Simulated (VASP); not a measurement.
The system is KBr.

```
K Br
1.0
     4.64239    0.00000    0.00000
    -2.32119    4.02043    0.00000
     0.00000    0.00000    8.10767
K Br
2 2
Cartesian
  0.0000 0.0000 0.0000
  0.0000 0.0000 4.0538
  0.0000 2.6803 2.0269
  2.3212 1.3401 6.0808
```

| Item | Value |
| --- | --- |
| Program | VASP 6.6.1 |
| Task | relaxation of cell and atoms |
| Functional | r2SCAN |
| Potentials or basis | VASP PAW PBE potentials, release 64 (K_sv, Br) |
| Cutoff | 600 eV |
| k mesh | 6 × 6 × 4 |
| Occupations | fermi-dirac, width 0.02 eV |
| Spin | no spin polarisation |

At the start: pressure -0.6 GPa; volume 37.83 Å³/atom.

**Question.** How do energy, volume and symmetry change on relaxing?

**Answer.** Over 6 steps the energy falls by 3.4 meV/atom and the volume is 36.19 Å³/atom (-4.3 %); space group P6_3/mmc (No. 194, to 0.05 Å).

The path:
```tsv
step	energy change (eV)	largest force (eV/Å)	pressure (GPa)	volume (Å³)
1	0.0000	0.0000	-0.63	151.32
2	-0.0098	0.0000	-0.34	148.10
3	-0.0134	0.0000	-0.02	145.03
4	-0.0134	0.0000	0.00	144.78
5	-0.0135	0.0000	0.00	144.77
6	-0.0135	0.0000	0.00	144.75
```

Final structure:
```cif
data_structure
_symmetry_space_group_name_H-M 'P 1'
_symmetry_Int_Tables_number 1
_cell_length_a 4.5680
_cell_length_b 4.5680
_cell_length_c 8.0101
_cell_angle_alpha 90.000
_cell_angle_beta 90.000
_cell_angle_gamma 120.000
_cell_volume 144.75
loop_
_atom_site_label
_atom_site_type_symbol
_atom_site_fract_x
_atom_site_fract_y
_atom_site_fract_z
_atom_site_occupancy
K1 K 0.00000 0.00000 0.00000 1
K2 K 0.00000 0.00000 0.50000 1
Br1 Br 0.33333 0.66667 0.25000 1
Br2 Br 0.66667 0.33333 0.75000 1
```

Caveat: the PAW data sets were made with another functional, which shifts forces and pressure a little.
